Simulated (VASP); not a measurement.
# BiTe3O2 (P-3m1) in VASP: single point with PBE

Aim: the single point of BiTe3O2 with PBE.

Program: VASP 6.6.1. These are calculated values, not measurements. Logs are shortened: lines on timing, memory, paths and dates and some standing lists are left out, and cuts for length are marked.

## 1. The cell of the first run

It takes space group P-3m1 (No. 164, trigonal). Conventional cell: a = 4.132 Å, b = 4.132 Å, c = 10.124 Å, α = 90.00°, β = 90.00°, γ = 120.00°. Within 3.9 Å of Bi (site symmetry -3m) lie 6 Te at 2.96 Å. Within 3.8 Å of Te (site symmetry 3m) lie 3 O at 2.90 Å and 3 Bi at 2.96 Å. Te (site symmetry -3m) has 6 O at 2.91 Å within 3.8 Å. O (site symmetry 3m) has 6 Te at 2.90 to 2.91 Å within 3.8 Å.

The cell was built from a structure type or drawn by symmetry, and may not be a known phase.

## 2. Single point, PBE

Input file INCAR:

```
SYSTEM = BiTe3O2
PREC = Accurate
ENCUT = 520
EDIFF = 1E-7
ISMEAR = 0
SIGMA = 0.1
LREAL = .FALSE.
LASPH = .TRUE.
NELM = 80
ALGO = Normal
ISIF = 2
LWAVE = .FALSE.
LCHARG = .TRUE.
GGA = PE
LELF = .TRUE.
LVHAR = .TRUE.
NBANDS = 32
```

Input file KPOINTS:

```
Automatic mesh
0
G
  6 6 2
  0 0 0
```

Input file POSCAR:

```
BiTe3O2
1.0
    4.1317066200      0.0000000000      0.0000000000
   -2.0658533100      3.5781629000      0.0000000000
    0.0000000000      0.0000000000     10.1238283600
Bi Te O
1 3 2
Direct
    0.0000000000      0.0000000000      0.0000000000
    0.3333333300      0.6666666700      0.1732381300
    0.6666666700      0.3333333300      0.8267618700
    0.0000000000      0.0000000000      0.5000000000
    0.3333333300      0.6666666700      0.6638077500
    0.6666666700      0.3333333300      0.3361922500
```

Potentials or basis: VASP PAW PBE potentials, release 64 (Bi_d, Te, O).

The run is started by

```console
$ cat potpaw_PBE.64/Bi_d/POTCAR potpaw_PBE.64/Te/POTCAR potpaw_PBE.64/O/POTCAR > POTCAR
$ mpirun -np 1 vasp_std > vasp.out
```

OUTCAR:

```text
SYSTEM = BiTe3O2
   PREC = Accurate
   ENCUT = 520
   EDIFF = 1E-7
   ISMEAR = 0
   LREAL = .FALSE.
   LASPH = .TRUE.
   NELM = 80
   ISIF = 2
   GGA = PE

 ion  position               nearest neighbor table
   1  0.000  0.000  0.000-   2 2.96   3 2.96   3 2.96   2 2.96   3 2.96   2 2.96
   2  0.333  0.667  0.173-   1 2.96   1 2.96   1 2.96
   3  0.667  0.333  0.827-   1 2.96   1 2.96   1 2.96
   4  0.000  0.000  0.500-
   5  0.333  0.667  0.664-
   6  0.667  0.333  0.336-

  LATTYP: Found a hexagonal cell.
 ALAT       =     4.1317066200
 C/A-ratio  =     2.4502776434

  Lattice vectors:

 A1 = (   4.1317066200,   0.0000000000,   0.0000000000)
 A2 = (  -2.0658533100,   3.5781629000,   0.0000000000)
 A3 = (   0.0000000000,   0.0000000000,  10.1238283600)

Analysis of symmetry for initial positions (statically):
=====================================================================
 Subroutine PRICEL returns:
 Original cell was already a primitive cell.

 Routine SETGRP: Setting up the symmetry group for a
 hexagonal supercell.

 Subroutine GETGRP returns: Found 12 space group operations
 (whereof 12 operations were pure point group operations)
 out of a pool of 24 trial point group operations.

The static configuration has the point symmetry D_3d.

Analysis of symmetry for dynamics (positions and initial velocities):
=====================================================================
 Subroutine PRICEL returns:
 Original cell was already a primitive cell.

 Routine SETGRP: Setting up the symmetry group for a
 hexagonal supercell.

 Subroutine GETGRP returns: Found 12 space group operations
 (whereof 12 operations were pure point group operations)
 out of a pool of 24 trial point group operations.

The dynamic configuration has the point symmetry D_3d.

 Subroutine INISYM returns: Found 12 space group operations
 (whereof 12 operations are pure point group operations),
 and found     1 'primitive' translations

----------------------------------------------------------------------------------------

                                     Primitive cell

  volume of cell :     149.6699

  direct lattice vectors                    reciprocal lattice vectors
     4.131706620  0.000000000  0.000000000     0.242030737  0.139736511  0.000000000
    -2.065853310  3.578162900  0.000000000     0.000000000  0.279473022  0.000000000
     0.000000000  0.000000000 10.123828360     0.000000000  0.000000000  0.098776862

  length of vectors
     4.131706620  4.131706625 10.123828360     0.279473023  0.279473022  0.098776862

  position of ions in fractional coordinates (direct lattice)
     0.000000000  0.000000000  0.000000000
     0.333333330  0.666666670  0.173238130
     0.666666670  0.333333330  0.826761870
     0.000000000  0.000000000  0.500000000
     0.333333330  0.666666670  0.663807750
     0.666666670  0.333333330  0.336192250

  ion indices of the primitive-cell ions
   primitive index   ion index
                 1           1
                 2           2
                 3           3
                 4           4
                 5           5
                 6           6

----------------------------------------------------------------------------------------

 KPOINTS: Automatic mesh

Automatic generation of k-mesh.
 Grid dimensions read from file:
 generate k-points for:    6    6    2

 Generating k-lattice:

  Cartesian coordinates                     Fractional coordinates (reciprocal lattice)
     0.040338456  0.023289419  0.000000000     0.166666667  0.000000000  0.000000000
     0.000000000  0.046578837  0.000000000     0.000000000  0.166666667  0.000000000
     0.000000000  0.000000000  0.049388431     0.000000000  0.000000000  0.500000000

  Length of vectors
     0.046578837  0.046578837  0.049388431

  Shift w.r.t. Gamma in fractional coordinates (k-lattice)
     0.000000000  0.000000000  0.000000000

 Subroutine IBZKPT returns following result:
 ===========================================

 Found     14 irreducible k-points:

 Following reciprocal coordinates:
            Coordinates               Weight
  0.000000  0.000000  0.000000      1.000000
  0.166667  0.000000  0.000000      6.000000
  0.333333  0.000000  0.000000      6.000000
  0.500000 -0.000000  0.000000      3.000000
  0.166667  0.166667  0.000000      6.000000
  0.333333  0.166667  0.000000     12.000000
  0.333333  0.333333  0.000000      2.000000
  0.000000  0.000000  0.500000      1.000000
  0.166667  0.000000  0.500000      6.000000
  0.333333  0.000000  0.500000      6.000000
  0.500000 -0.000000  0.500000      3.000000
  0.166667  0.166667  0.500000      6.000000
  0.333333  0.166667  0.500000     12.000000
  0.333333  0.333333  0.500000      2.000000
   k-points           NKPTS =     14   k-points in BZ     NKDIM =     14   number of bands    NBANDS=     32
   number of dos      NEDOS =    301   number of ions     NIONS =      6
   total plane-waves  NPLWV =  81920
   dimension x,y,z NGX =    32 NGY =   32 NGZ =   80
   dimension x,y,z NGXF=    64 NGYF=   64 NGZF=  160
   ions per type =               1   3   2
   NGX,Y,Z   is equivalent  to a cutoff of  12.88, 12.88, 13.14 a.u.
   NGXF,Y,Z  is equivalent  to a cutoff of  25.75, 25.75, 26.27 a.u.
 SYSTEM =  BiTe3O2
   PREC   = accura    normal or accurate (medium, high low for compatibility)
   ISTART =      0    job   : 0-new  1-cont  2-samecut
   ICHARG =      2    charge: 1-file 2-atom 10-const
   ISPIN  =      1    spin polarized calculation?
   LNONCOLLINEAR =      F non collinear calculations
   LSORBIT =      F    spin-orbit coupling
   LASPH  =      T    aspherical Exc in radial PAW
   ENCUT  =  520.0 eV  38.22 Ry    6.18 a.u.   7.68  7.68 18.82*2*pi/ulx,y,z
   NELM   =     80;   NELMIN=  2; NELMDL= -5     # of ELM steps
   EDIFF  = 0.1E-06   stopping-criterion for ELM
   LREAL  =      F    real-space projection
   EDIFFG = 0.1E-05   stopping-criterion for IOM
   NSW    =      0    number of steps for IOM
   IBRION =     -1    ionic relax: 0-MD 1-quasi-New 2-CG
   NFREE  =      0    steps in history (QN), initial steepest desc. (CG)
   ISIF   =      2    stress and relaxation
   ISYM   =      2    0-nonsym 1-usesym 2-fastsym
   POTIM  = 0.5000    time-step for ionic-motion
   TEBEG  =    0.0;   TEEND  =   0.0 temperature during run
   PSTRESS=    0.0 pullay stress
   NELECT =      45.0000    total number of electrons
   NUPDOWN=      -1.0000    fix difference up-down
   EMIN   =  10.00;   EMAX   =-10.00  energy-range for DOS
   EFERMI =   0.00;   METHOD = LEGACY
   ISMEAR =     0;   SIGMA  =   0.10  broadening in eV -4-tet -1-fermi 0-gaus
   EFERMI_NEDOS =   21; number of points for ismear=-14 and -15
   IALGO  =     38    algorithm
   IMIX   =      4    mixing-type and parameters
     AMIX     =   0.40;   BMIX     =  1.00
     AMIX_MAG =   1.60;   BMIX_MAG =  1.00
  volume/ion in A,a.u.               =      24.94       168.34
  Fermi-wavevector in a.u.,A,eV,Ry     =   1.096733  2.072525 16.365402  1.202823
  Thomas-Fermi vector in A             =   2.233080
   LORBIT       =      0    0 simple, 1 ext, 2 COOP (PROOUT), +10 PAW based schemes
   GGA     = PE    functional components
   LHFCALC =     F    Hartree Fock is set to
   AEXX    =    0.0000 exact exchange contribution
   IVDW    =     0    specifies the selected vdW correction
   LEPSILON=     F    determine dielectric tensor
   LRPA    =     F    only Hartree local field effects (RPA)
 non-spin polarized calculation
 Gauss-broadening in eV      SIGMA  =   0.10
  energy-cutoff  :      520.00
  volume of cell :      149.67
 maximum number of plane-waves:      4075
 NGX is ok and might be reduce to    32
   NGX = 15   NGY = 15   NGZ = 37

 number of electron      45.0000007 magnetization

 Free energy of the ion-electron system (eV)
  ---------------------------------------------------
  ext. energy  EPLUGINS =         0.00000000
  ---------------------------------------------------
  free energy    TOTEN  =       -20.53212034 eV

  energy without entropy =      -20.50807305  energy(sigma->0) =      -20.52009669

 E-fermi :   5.4697     XC(G=0):  -9.5874

 val. band max:        5.4373706263   @ k =   0.1667   0.0000   0.5000
 cond. band min:       5.4728751749   @ k =   0.3333   0.0000   0.5000
 fundamental gap:      0.0355045486
 Fermi energy:         5.4696657319

 k-point     1 :       0.0000    0.0000    0.0000
  band No.  band energies     occupation
      1     -17.5354      2.00000
      2     -17.5354      2.00000
      3     -17.5043      2.00000
      4     -17.4979      2.00000
      5     -17.4979      2.00000
      6     -11.3428      2.00000
[... 24 lines left out ...]
     31      12.0729      0.00000
     32      12.0729      0.00000

 k-point     2 :       0.1667    0.0000    0.0000
  band No.  band energies     occupation
      1     -17.5417      2.00000
      2     -17.5311      2.00000
      3     -17.5020      2.00000
      4     -17.4983      2.00000
      5     -17.4956      2.00000
      6     -11.2912      2.00000
[... 24 lines left out ...]
     31      11.7813      0.00000
     32      12.5714      0.00000

 k-point     3 :       0.3333    0.0000    0.0000
  band No.  band energies     occupation
      1     -17.5557      2.00000
      2     -17.5257      2.00000
      3     -17.5068      2.00000
      4     -17.4886      2.00000
      5     -17.4878      2.00000
      6     -11.1830      2.00000
[... 24 lines left out ...]
     31      12.1382      0.00000
     32      12.9953      0.00000

 k-point     4 :       0.5000   -0.0000    0.0000
  band No.  band energies     occupation
      1     -17.5630      2.00000
      2     -17.5245      2.00000
      3     -17.5092      2.00000
      4     -17.4834      2.00000
      5     -17.4823      2.00000
      6     -11.1185      2.00000
[... 24 lines left out ...]
     31      12.2776      0.00000
     32      13.3965      0.00000

 k-point     5 :       0.1667    0.1667    0.0000
  band No.  band energies     occupation
      1     -17.5489      2.00000
      2     -17.5296      2.00000
      3     -17.5020      2.00000
      4     -17.4974      2.00000
      5     -17.4877      2.00000
      6     -11.2117      2.00000
[... 234 lines left out ...]
     31      11.1497      0.00000
     32      14.0206      0.00000

 k-point    12 :       0.1667    0.1667    0.5000
  band No.  band energies     occupation
      1     -17.5489      2.00000
      2     -17.5296      2.00000
      3     -17.5020      2.00000
      4     -17.4974      2.00000
      5     -17.4877      2.00000
      6     -11.2077      2.00000
[... 24 lines left out ...]
     31      10.9885      0.00000
     32      13.0392      0.00000

 k-point    13 :       0.3333    0.1667    0.5000
  band No.  band energies     occupation
      1     -17.5556      2.00000
      2     -17.5306      2.00000
      3     -17.5039      2.00000
      4     -17.4894      2.00000
      5     -17.4830      2.00000
      6     -11.1237      2.00000
[... 24 lines left out ...]
     31      11.9502      0.00000
     32      12.4786      0.00000

 k-point    14 :       0.3333    0.3333    0.5000
  band No.  band energies     occupation
      1     -17.5439      2.00000
      2     -17.5439      2.00000
      3     -17.4938      2.00000
      4     -17.4938      2.00000
      5     -17.4859      2.00000
      6     -11.0887      2.00000
[... 24 lines left out ...]
     31      12.3256      0.00000
     32      12.3256      0.00000

------------------------ aborting loop because EDIFF is reached ----------------------------------------

  FORCE on cell =-STRESS in cart. coord.  units (eV):
  Direction    XX          YY          ZZ          XY          YZ          ZX
  --------------------------------------------------------------------------------------
  -------------------------------------------------------------------------------------
  Total       -2.5768251     -2.5768251     -1.9927891      0.0000000      0.0000000     -0.0000000
  in kB      -27.5842493    -27.5842494    -21.3322945      0.0000000      0.0000000     -0.0000000
  external PRESSURE =     -25.5002644 kB  Pullay stress =       0.0000000 kB

 VOLUME and BASIS-vectors are now :
 -----------------------------------------------------------------------------
  energy-cutoff  :      520.00
  volume of cell :      149.67
      direct lattice vectors                 reciprocal lattice vectors
     4.131706620  0.000000000  0.000000000     0.242030737  0.139736511  0.000000000
    -2.065853310  3.578162900  0.000000000     0.000000000  0.279473022  0.000000000
     0.000000000  0.000000000 10.123828360     0.000000000  0.000000000  0.098776862

 POSITION                                       TOTAL-FORCE (eV/Angst)
 -----------------------------------------------------------------------------------
      0.00000      0.00000      0.00000         0.000000      0.000000     -0.000000
     -0.00000      2.38544      1.75383        -0.000000      0.000000      1.916695
      2.06585      1.19272      8.37000         0.000000     -0.000000     -1.916695
      0.00000      0.00000      5.06191         0.000000      0.000000     -0.000000
     -0.00000      2.38544      6.72028         0.000000      0.000000     -1.137312
      2.06585      1.19272      3.40355        -0.000000      0.000000      1.137312
 -----------------------------------------------------------------------------------
    total drift:                               -0.000000      0.000000      0.000000

  FREE ENERGIE OF THE ION-ELECTRON SYSTEM (eV)
  ---------------------------------------------------
  free  energy   TOTEN  =       -20.5321203381 eV

  energy  without entropy=      -20.5080730519  energy(sigma->0) =      -20.52009669
```

It took 90 s on 1 thread of AMD EPYC 7R13 (Zen 3), shared host; peak memory 0.27 GiB.

Results:

```yaml
Free_energy: -20.5321 eV
Pressure: -2.6 GPa
Largest_force: 1.917 eV/Å
Band_gap_on_the_k_mesh: zero (an odd number of electrons rules out a gap without spin polarisation)
```

Forces on the atoms (eV/Å):
```
Bi   0.000  0.000  0.000
Te   0.000  0.000  1.917
Te   0.000  0.000 -1.917
Te   0.000  0.000  0.000
O    0.000  0.000 -1.137
O    0.000  0.000  1.137
```

Caveat: spin-orbit coupling is left out, which moves the levels of the heavy elements; an odd number of electrons without spin polarisation forces a metal; a magnetic or distorted state may lie lower.
